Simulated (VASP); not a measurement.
A run of VASP 6.6.1:

POSCAR

```
KBr
1.0
    4.0482255342      0.0000000000      0.0000000000
    0.0000000000      4.0482255342      0.0000000000
    0.0000000000      0.0000000000      3.9607800284
K Br
1 1
Direct
    0.0000000000      0.0000000000      0.0000000000
    0.5000000000      0.5000000000      0.5000000000
```

The input INCAR.step1:

```
SYSTEM = KBr
ALGO = Normal
EDIFF = 1E-4
ENCUT = 520
GGA = PE
ISMEAR = 0
LASPH = .True.
LCHARG = .False.
LREAL = .False.
LWAVE = .True.
NBANDS = 15
NELM = 80
PREC = Accurate
SIGMA = 0.01
```

File INCAR.step2:

```
SYSTEM = KBr
ALGO = Normal
EDIFF = 1E-6
ENCUT = 520
ISIF = 2
ISMEAR = 0
ISTART = 1
LASPH = .True.
LCHARG = .False.
LMIXTAU = .True.
LREAL = .False.
LWAVE = .False.
METAGGA = R2SCAN
NBANDS = 15
NELM = 80
PREC = Accurate
SIGMA = 0.01
```

KPOINTS

```
k-points
0
Gamma
  6 6 6
  0 0 0
```

Potentials or basis: VASP PAW PBE potentials, release 64 (K_sv, Br).

Command:

```bash
$ cat potpaw_PBE.64/K_sv/POTCAR potpaw_PBE.64/Br/POTCAR > POTCAR
$ cp INCAR.step1 INCAR
$ mpirun -np 1 vasp_std > vasp.out
$ cp INCAR.step2 INCAR
$ mpirun -np 1 vasp_std > vasp.out
```

Hardware: 1 thread of Intel(R) Xeon(R) Platinum 8559C (Emerald Rapids) (shared host).

Estimate the wall time of this run.

Wall time 63 s on 1 thread of Intel(R) Xeon(R) Platinum 8559C (Emerald Rapids), with other jobs on the host, peak memory 0.19 GiB. Counts: k points 40.
